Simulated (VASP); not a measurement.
# Rh in VASP: a series of runs

Runs on Rh. Level: PBEsol. Tasks: single point.

All numbers are computed with VASP 6.6.1; they aren't measurements. Logs are shortened: lines on timing, memory, paths and dates and some standing lists are left out, and cuts for length are marked.

## Step 1: The cell of the first run

The cell holds a slab with vacuum, 5 atoms: a = 2.673 Å, b = 3.781 Å, c = 21.347 Å, α = 90.00°, β = 90.00°, γ = 90.00°.

## Step 2: Single point, PBEsol

The input, INCAR:

```
SYSTEM = Rh
PREC = Accurate ; ENCUT = 520
EDIFF = 1E-6 ; ISMEAR = -1
SIGMA = 0.08 ; LREAL = .False.
LASPH = .True. ; NELM = 80
ALGO = Normal ; ISIF = 2
LWAVE = .False. ; LCHARG = .False.
LDIPOL = .True. ; IDIPOL = 3
DIPOL = 0.5 0.5 0.500 ; GGA = PS
NBANDS = 46
```

The input, KPOINTS:

```
regular mesh
0
Gamma
  14 10 1
  0 0 0
```

The input, POSCAR:

```
Rh
1.0
    2.6734833388      0.0000000000      0.0000000000
    0.0000000000      3.7808763964      0.0000000000
    0.0000000000      0.0000000000     21.3470000000
Rh
5
Direct
    0.0000000000      0.0000000000      0.3747606999
    0.5000000000      0.5000000000      0.4373803500
    0.0000000000      0.0000000000      0.4999999998
    0.5000000000      0.5000000000      0.5626196500
    0.0000000000      0.0000000000      0.6252393001
```

Potentials or basis: VASP PAW PBE potentials, release 64 (Rh_pv).

The run is started by

```bash
$ cat potpaw_PBE.64/Rh_pv/POTCAR > POTCAR
$ mpirun -np 1 vasp_std > vasp.out
```

OUTCAR:

```text
SYSTEM = Rh
   PREC = Accurate
   ENCUT = 520
   EDIFF = 1E-6
   ISMEAR = -1
   LREAL = .False.
   LASPH = .True.
   NELM = 80
   ISIF = 2
   GGA = PS

 ion  position               nearest neighbor table
   1  0.000  0.000  0.375-   3 2.67   2 2.67   2 2.67   2 2.67   2 2.67
   2  0.500  0.500  0.437-   3 2.67   3 2.67   3 2.67   3 2.67   4 2.67   1 2.67   1 2.67   1 2.67
                             1 2.67
   3  0.000  0.000  0.500-   1 2.67   2 2.67   2 2.67   2 2.67   2 2.67   4 2.67   4 2.67   4 2.67
                             4 2.67   5 2.67
   4  0.500  0.500  0.563-   2 2.67   5 2.67   5 2.67   5 2.67   5 2.67   3 2.67   3 2.67   3 2.67
                             3 2.67
   5  0.000  0.000  0.625-   4 2.67   4 2.67   4 2.67   4 2.67   3 2.67

  LATTYP: Found a simple orthorhombic cell.
 ALAT       =     2.6734833388
 B/A-ratio  =     1.4142135623
 C/A-ratio  =     7.9847140583

  Lattice vectors:

 A1 = (   2.6734833388,   0.0000000000,   0.0000000000)
 A2 = (   0.0000000000,   3.7808763964,   0.0000000000)
 A3 = (   0.0000000000,   0.0000000000,  21.3470000000)

Analysis of symmetry for initial positions (statically):
=====================================================================
 Subroutine PRICEL returns:
 Original cell was already a primitive cell.

 Routine SETGRP: Setting up the symmetry group for a
 simple orthorhombic supercell.

 Subroutine GETGRP returns: Found  8 space group operations
 (whereof  8 operations were pure point group operations)
 out of a pool of  8 trial point group operations.

The static configuration has the point symmetry D_2h.

Analysis of symmetry for dynamics (positions and initial velocities):
=====================================================================
 Subroutine PRICEL returns:
 Original cell was already a primitive cell.

 Routine SETGRP: Setting up the symmetry group for a
 simple orthorhombic supercell.

 Subroutine GETGRP returns: Found  8 space group operations
 (whereof  8 operations were pure point group operations)
 out of a pool of  8 trial point group operations.

The dynamic configuration has the point symmetry D_2h.

 Subroutine INISYM returns: Found  8 space group operations
 (whereof  8 operations are pure point group operations),
 and found     1 'primitive' translations

----------------------------------------------------------------------------------------

                                     Primitive cell

  volume of cell :     215.7778

  direct lattice vectors                    reciprocal lattice vectors
     2.673483339  0.000000000  0.000000000     0.374043850  0.000000000  0.000000000
     0.000000000  3.780876396  0.000000000     0.000000000  0.264488943  0.000000000
     0.000000000  0.000000000 21.347000000     0.000000000  0.000000000  0.046844990

  length of vectors
     2.673483339  3.780876396 21.347000000     0.374043850  0.264488943  0.046844990

  position of ions in fractional coordinates (direct lattice)
     0.000000000  0.000000000  0.374760700
     0.500000000  0.500000000  0.437380350
     0.000000000  0.000000000  0.500000000
     0.500000000  0.500000000  0.562619650
     0.000000000  0.000000000  0.625239300

  ion indices of the primitive-cell ions
   primitive index   ion index
                 1           1
                 2           2
                 3           3
                 4           4
                 5           5

----------------------------------------------------------------------------------------

 KPOINTS: regular mesh

Automatic generation of k-mesh.
 Grid dimensions read from file:
 generate k-points for:   14   10    1

 Generating k-lattice:

  Cartesian coordinates                     Fractional coordinates (reciprocal lattice)
     0.026717418  0.000000000  0.000000000     0.071428571  0.000000000  0.000000000
     0.000000000  0.026448894  0.000000000     0.000000000  0.100000000  0.000000000
     0.000000000  0.000000000  0.046844990     0.000000000  0.000000000  1.000000000

  Length of vectors
     0.026717418  0.026448894  0.046844990

  Shift w.r.t. Gamma in fractional coordinates (k-lattice)
     0.000000000  0.000000000  0.000000000

 Subroutine IBZKPT returns following result:
 ===========================================

 Found     48 irreducible k-points:

 Following reciprocal coordinates:
            Coordinates               Weight
  0.000000  0.000000  0.000000      1.000000
  0.071429  0.000000  0.000000      2.000000
  0.142857  0.000000  0.000000      2.000000
  0.214286  0.000000  0.000000      2.000000
  0.285714  0.000000  0.000000      2.000000
  0.357143  0.000000  0.000000      2.000000
[... 16 lines left out ...]
  0.428571  0.200000  0.000000      4.000000
  0.500000  0.200000  0.000000      2.000000
 [... further k-points ...]
   k-points           NKPTS =     48   k-points in BZ     NKDIM =     48   number of bands    NBANDS=     46
   number of dos      NEDOS =    301   number of ions     NIONS =      5
   total plane-waves  NPLWV =  89600
   dimension x,y,z NGX =    20 NGY =   28 NGZ =  160
   dimension x,y,z NGXF=    40 NGYF=   56 NGZF=  320
   ions per type =               5
   NGX,Y,Z   is equivalent  to a cutoff of  12.44, 12.31, 12.46 a.u.
   NGXF,Y,Z  is equivalent  to a cutoff of  24.87, 24.62, 24.92 a.u.
 SYSTEM =  Rh
   PREC   = accura    normal or accurate (medium, high low for compatibility)
   ISTART =      0    job   : 0-new  1-cont  2-samecut
   ICHARG =      2    charge: 1-file 2-atom 10-const
   ISPIN  =      1    spin polarized calculation?
   LNONCOLLINEAR =      F non collinear calculations
   LSORBIT =      F    spin-orbit coupling
   LASPH  =      T    aspherical Exc in radial PAW
   ENCUT  =  520.0 eV  38.22 Ry    6.18 a.u.   4.97  7.03 39.69*2*pi/ulx,y,z
   NELM   =     80;   NELMIN=  2; NELMDL= -5     # of ELM steps
   EDIFF  = 0.1E-05   stopping-criterion for ELM
   LREAL  =      F    real-space projection
   EDIFFG = 0.1E-04   stopping-criterion for IOM
   NSW    =      0    number of steps for IOM
   IBRION =     -1    ionic relax: 0-MD 1-quasi-New 2-CG
   NFREE  =      0    steps in history (QN), initial steepest desc. (CG)
   ISIF   =      2    stress and relaxation
   ISYM   =      2    0-nonsym 1-usesym 2-fastsym
   POTIM  = 0.5000    time-step for ionic-motion
   TEBEG  =    0.0;   TEEND  =   0.0 temperature during run
   PSTRESS=    0.0 pullay stress
   NELECT =      75.0000    total number of electrons
   NUPDOWN=      -1.0000    fix difference up-down
   EMIN   =  10.00;   EMAX   =-10.00  energy-range for DOS
   EFERMI =   0.00;   METHOD = LEGACY
   ISMEAR =    -1;   SIGMA  =   0.08  broadening in eV -4-tet -1-fermi 0-gaus
   EFERMI_NEDOS =   21; number of points for ismear=-14 and -15
   IALGO  =     38    algorithm
   IMIX   =      4    mixing-type and parameters
     AMIX     =   0.40;   BMIX     =  1.00
     AMIX_MAG =   1.60;   BMIX_MAG =  1.00
  volume/ion in A,a.u.               =      43.16       291.23
  Fermi-wavevector in a.u.,A,eV,Ry     =   1.151047  2.175163 18.026478  1.324909
  Thomas-Fermi vector in A             =   2.287707
   LORBIT       =      0    0 simple, 1 ext, 2 COOP (PROOUT), +10 PAW based schemes
   GGA     = PS    functional components
   LHFCALC =     F    Hartree Fock is set to
   AEXX    =    0.0000 exact exchange contribution
   IVDW    =     0    specifies the selected vdW correction
   LEPSILON=     F    determine dielectric tensor
   LRPA    =     F    only Hartree local field effects (RPA)
 non-spin polarized calculation
  energy-cutoff  :      520.00
  volume of cell :      215.78
 maximum number of plane-waves:      5912
 NGX is ok and might be reduce to    20
   NGX =  9   NGY = 15   NGZ = 79

 number of electron      75.0000005 magnetization

 dipolmoment           0.000000      0.000000      0.000000 electrons x Angstroem

 Free energy of the ion-electron system (eV)
  ---------------------------------------------------
  ext. energy  EPLUGINS =         0.00000000
  ---------------------------------------------------
  free energy    TOTEN  =       -37.00825231 eV

  energy without entropy =      -36.81058855  energy(sigma->0) =      -36.90942043

 E-fermi :   0.5478     XC(G=0):  -5.4773

 val. band max:        0.5473874822   @ k =   0.2857   0.4000   0.0000
 cond. band min:       0.5489277528   @ k =   0.3571   0.0000   0.0000
 fundamental gap:      0.0015402706
 Fermi energy:         0.5478388305

 k-point     1 :       0.0000    0.0000    0.0000
  band No.  band energies     occupation
      1     -46.4131      2.00000
      2     -46.3098      2.00000
      3     -46.0823      2.00000
      4     -46.0420      2.00000
      5     -46.0366      2.00000
      6     -45.8923      2.00000
[... 38 lines left out ...]
     45       4.8570      0.00000
     46       5.4052      0.00000

 k-point     2 :       0.0714    0.0000    0.0000
  band No.  band energies     occupation
      1     -46.4043      2.00000
      2     -46.3103      2.00000
      3     -46.0784      2.00000
      4     -46.0780      2.00000
      5     -46.0190      2.00000
      6     -45.8947      2.00000
[... 38 lines left out ...]
     45       4.9590      0.00000
     46       5.8604      0.00000

 k-point     3 :       0.1429    0.0000    0.0000
  band No.  band energies     occupation
      1     -46.3787      2.00000
      2     -46.3136      2.00000
      3     -46.1396      2.00000
      4     -46.0658      2.00000
      5     -46.0140      2.00000
      6     -45.9276      2.00000
[... 1018 lines left out ...]
     45       6.2120      0.00000
     46       7.4847      0.00000

 k-point    24 :       0.5000    0.2000    0.0000
  band No.  band energies     occupation
      1     -46.4559      2.00000
      2     -46.4024      2.00000
      3     -46.3820      2.00000
      4     -46.1215      2.00000
      5     -46.0836      2.00000
      6     -46.0551      2.00000
[... 38 lines left out ...]
     45       5.6381      0.00000
     46       7.3358      0.00000

 [... further k-points ...]

------------------------ aborting loop because EDIFF is reached ----------------------------------------

 vacuum level on the upper side and lower side of the slab       (xc-potential included)        -0.097        -0.097

  FORCE on cell =-STRESS in cart. coord.  units (eV):
  Direction    XX          YY          ZZ          XY          YZ          ZX
  --------------------------------------------------------------------------------------
  -------------------------------------------------------------------------------------
  Total       -5.5190981     -5.1098184     -4.6907071      0.0000000      0.0000000      0.0000000
  in kB      -40.9799932    -37.9410405    -34.8290866      0.0000000      0.0000000      0.0000000
  external PRESSURE =     -37.9167068 kB  Pullay stress =       0.0000000 kB

 VOLUME and BASIS-vectors are now :
 -----------------------------------------------------------------------------
  energy-cutoff  :      520.00
  volume of cell :      215.78
      direct lattice vectors                 reciprocal lattice vectors
     2.673483339  0.000000000  0.000000000     0.374043850  0.000000000  0.000000000
     0.000000000  3.780876396  0.000000000     0.000000000  0.264488943  0.000000000
     0.000000000  0.000000000 21.347000000     0.000000000  0.000000000  0.046844990

 POSITION                                       TOTAL-FORCE (eV/Angst)
 -----------------------------------------------------------------------------------
      0.00000      0.00000      8.00002        -0.000000      0.000000      1.277271
      1.33674      1.89044      9.33676        -0.000000      0.000000     -0.814977
      0.00000      0.00000     10.67350        -0.000000      0.000000      0.000000
      1.33674      1.89044     12.01024        -0.000000      0.000000      0.814977
      0.00000      0.00000     13.34698         0.000000     -0.000000     -1.277271
 -----------------------------------------------------------------------------------
    total drift:                               -0.000000      0.000000      0.000012

  FREE ENERGIE OF THE ION-ELECTRON SYSTEM (eV)
  ---------------------------------------------------
  free  energy   TOTEN  =       -37.0082523143 eV

  energy  without entropy=      -36.8105885457  energy(sigma->0) =      -36.90942043

 vacuum level on the upper side and lower side of the slab         5.144         5.144
```

Wall time 9.1 min (1 thread of Intel Xeon 6975P-C (Granite Rapids), shared host); peak memory 0.49 GiB.

Results:

```
Free energy            : -37.0083 eV
Largest force          : 1.277 eV/Å
Band gap on the k mesh : zero (an odd number of electrons rules out a gap without spin polarisation)
```

Forces in eV/Å, atoms in the order of the input:
```
Rh   0.000  0.000  1.277
Rh   0.000  0.000 -0.815
Rh   0.000  0.000  0.000
Rh   0.000  0.000  0.815
Rh   0.000  0.000 -1.277
```

Caveat: the PAW data sets were made with another functional, which shifts forces and pressure a little.

## Step 3: Single point, PBEsol

The input, INCAR:

```
SYSTEM = Rh
PREC = Accurate ; ENCUT = 520
EDIFF = 1E-6 ; ISMEAR = -1
SIGMA = 0.08 ; LREAL = .FALSE.
LASPH = .TRUE. ; NELM = 60
ALGO = Normal ; ISIF = 2
LWAVE = .FALSE. ; LCHARG = .FALSE.
LDIPOL = .TRUE. ; IDIPOL = 3
DIPOL = 0.5 0.5 0.500 ; GGA = PS
EFIELD = -0.1 ; NBANDS = 46
```

The input, KPOINTS:

```
Automatic mesh
0
G
  14 10 1
  0 0 0
```

The input, POSCAR:

```
Rh
1.0
    2.6734833388      0.0000000000      0.0000000000
    0.0000000000      3.7808763964      0.0000000000
    0.0000000000      0.0000000000     21.3470000000
Rh
5
Direct
    0.0000000000      0.0000000000      0.3802675168
    0.5000000000      0.5000000000      0.4352750531
    0.0000000000      0.0000000000      0.5000000000
    0.5000000000      0.5000000000      0.5647249465
    0.0000000000      0.0000000000      0.6197324834
```

Potentials or basis: VASP PAW PBE potentials, release 64 (Rh_pv).

The run is started by

```bash
$ cat potpaw_PBE.64/Rh_pv/POTCAR > POTCAR
$ mpirun -np 1 vasp_std > vasp.out
```

Run time: 11 min. Hardware: 1 thread of Intel Xeon Platinum 8488C (Sapphire Rapids), shared host; peak memory 0.49 GiB.

The run converged. Its results:

* Free energy: -37.2083 eV
* Largest force: 0.013 eV/Å
* Band gap on the k mesh: zero (an odd number of electrons rules out a gap without spin polarisation)

Forces in eV/Å, atoms in the order of the input:
```
Rh   0.000  0.000  0.002
Rh   0.000  0.000 -0.009
Rh   0.000  0.000  0.013
Rh   0.000  0.000  0.001
Rh   0.000  0.000 -0.007
```

Levels at points of the mesh, in eV from the Fermi level:
| k point | band 36 | band 37 | band 38 | band 39 | band 40 | band 41 |
| --- | --- | --- | --- | --- | --- | --- |
| (0.00, 0.00, 0.00) | -0.80 | -0.79 | -0.55 | 0.01 | 0.37 | 0.44 |
| (0.50, 0.00, 0.00) | 0.10 | 0.58 | 0.62 | 0.85 | 1.07 | 3.18 |
| (0.00, 0.50, 0.00) | -0.15 | -0.05 | 0.31 | 0.33 | 0.43 | 0.44 |
| (0.50, 0.50, 0.00) | 0.51 | 0.65 | 0.65 | 0.67 | 0.87 | 2.10 |

Caveat: the PAW data sets were made with another functional, which shifts forces and pressure a little.
